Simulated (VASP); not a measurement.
A run of VASP 6.6.1 is set up as follows.

The input POSCAR:

```
PbS
1.0
    4.0749978676      0.0000000000      0.0000000000
   -2.0374989338      3.5290516737      0.0000000000
    0.0000000000      0.0000000000      3.8092309708
Pb S
1 1
Direct
    0.0000000000      0.0000000000      0.0000000000
    0.6666666667      0.3333333333      0.5000000000
```

File INCAR.step1:

```
PREC = Accurate ; ENCUT = 600
ISMEAR = 0 ; SIGMA = 0.05
LREAL = False ; LASPH = True
NELM = 60 ; GGA = PE
ALGO = Normal ; EDIFF = 1E-4
LWAVE = True ; LCHARG = False
```

File INCAR.step2:

```
PREC = Accurate ; ENCUT = 600
EDIFF = 1E-7 ; ISMEAR = 0
SIGMA = 0.05 ; LREAL = False
LASPH = True ; NELM = 60
ALGO = Normal ; ISIF = 4
LWAVE = False ; LCHARG = False
METAGGA = R2SCAN ; LMIXTAU = True
IBRION = 2 ; NSW = 60
EDIFFG = -0.01 ; ISTART = 1
```

Contents of KPOINTS:

```
Automatic mesh
0
Gamma
  10 10 10
```

Potentials or basis: VASP PAW PBE potentials, release 64 (Pb_d, S).

Command:

```bash
$ cat potpaw_PBE.64/Pb_d/POTCAR potpaw_PBE.64/S/POTCAR > POTCAR
$ cp INCAR.step1 INCAR
$ mpirun -np 1 vasp_std > vasp.out
$ cp INCAR.step2 INCAR
$ mpirun -np 1 vasp_std > vasp.out
```

Question: What does it give for the band gap on the k mesh?

Answer: Zero (band 10 reaches 5.10 eV, above the bottom of band 11 at 4.97 eV).

Step by step:
| step | energy change (eV) | largest force (eV/Å) | pressure (GPa) | volume (Å³) |
| --- | --- | --- | --- | --- |
| 1 | 0.0000 | 0.0000 | -1.09 | 54.78 |
| 2 | -0.0003 | 0.0000 | -1.04 | 54.78 |
| 3 | -0.0003 | 0.0000 | -1.01 | 54.78 |

Caveat: the cell differs from its parent crystal (volume scaled by 1.020); the PAW data sets were made with another functional, which shifts forces and pressure a little; spin-orbit coupling is left out, which moves the levels of the heavy elements.
